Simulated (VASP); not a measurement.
Wanted: the native input for a VASP 6.6.1 run.

- Task: relaxation of cell and atoms
- Functional: PBEsol
- Potentials or basis: VASP PAW PBE potentials, release 64 (Ti_sv, C)
- Cutoff: 600 eV
- k mesh: 8 × 8 × 8
- Occupations: gaussian, width 0.1 eV
- Spin: no spin polarisation
- Target pressure: 25 GPa
- Dipole correction: no
- Further INCAR settings: ALGO = Normal; EDIFF = 1e-07; IBRION = 2; EDIFFG = -0.008; NSW = 70; ISIF = 3

The structure of Ti2C lies in POSCAR:

```
Ti2C
1.0
    0.0000000000      4.0901548382      4.0901548382
    4.0901548382      0.0000000000      4.0901548382
    4.0901548382      4.0901548382      0.0000000000
Ti C
8 4
Direct
    0.8637192950      0.3787602350      0.3787602350
    0.3787602350      0.3787602350      0.3787602350
    0.3787602350      0.3787602350      0.8637192950
    0.8712397650      0.3862807050      0.8712397650
    0.8712397650      0.8712397650      0.8712397650
    0.3862807050      0.8712397650      0.8712397650
    0.8712397650      0.8712397650      0.3862807050
    0.3787602350      0.8637192950      0.3787602350
    0.6250000000      0.6250000000      0.6250000000
    0.1250000000      0.6250000000      0.6250000000
    0.6250000000      0.6250000000      0.1250000000
    0.6250000000      0.1250000000      0.6250000000
```

These files were run (other wordings do the same):

INCAR

```
SYSTEM = Ti2C
PREC = Accurate
ENCUT = 600
EDIFF = 1E-7
ISMEAR = 0
SIGMA = 0.1
LREAL = .False.
LASPH = .True.
NELM = 100
ALGO = Normal
ISIF = 3
LWAVE = .False.
LCHARG = .False.
GGA = PS
IBRION = 2
NSW = 70
EDIFFG = -0.008
PSTRESS = 250.0
```

KPOINTS

```
Automatic mesh
0
Gamma
  8 8 8
  0 0 0
```

Potentials or basis: VASP PAW PBE potentials, release 64 (Ti_sv, C).

The run is started by

```bash
$ cat potpaw_PBE.64/Ti_sv/POTCAR potpaw_PBE.64/C/POTCAR > POTCAR
$ mpirun -np 1 vasp_std > vasp.out
```

Results of the run:

The relaxed volume is 11.43 Å³/atom and the relaxed cell is a = 5.788 Å, b = 5.788 Å, c = 5.788 Å, α = 60.00°, β = 60.00°, γ = 60.00°. The space group after relaxing (to 0.1 Å) is Fd-3m (No. 227). The energy change on relaxing (the run minimises the enthalpy) is -11.6 meV/atom. The ionic steps are 7 and the pressure after relaxing is 25.0 GPa. The band gap on the k mesh is zero (bands 56 and 57 overlap by 0.61 eV).

Caveat: the cell is relaxed towards a set pressure, so the run minimises the enthalpy, not the energy; the PAW data sets were made with another functional, which shifts forces and pressure a little.

Run time: 22 min on 1 thread of Intel(R) Xeon(R) 6975P-C (Granite Rapids) (shared host), peak memory 0.49 GiB.
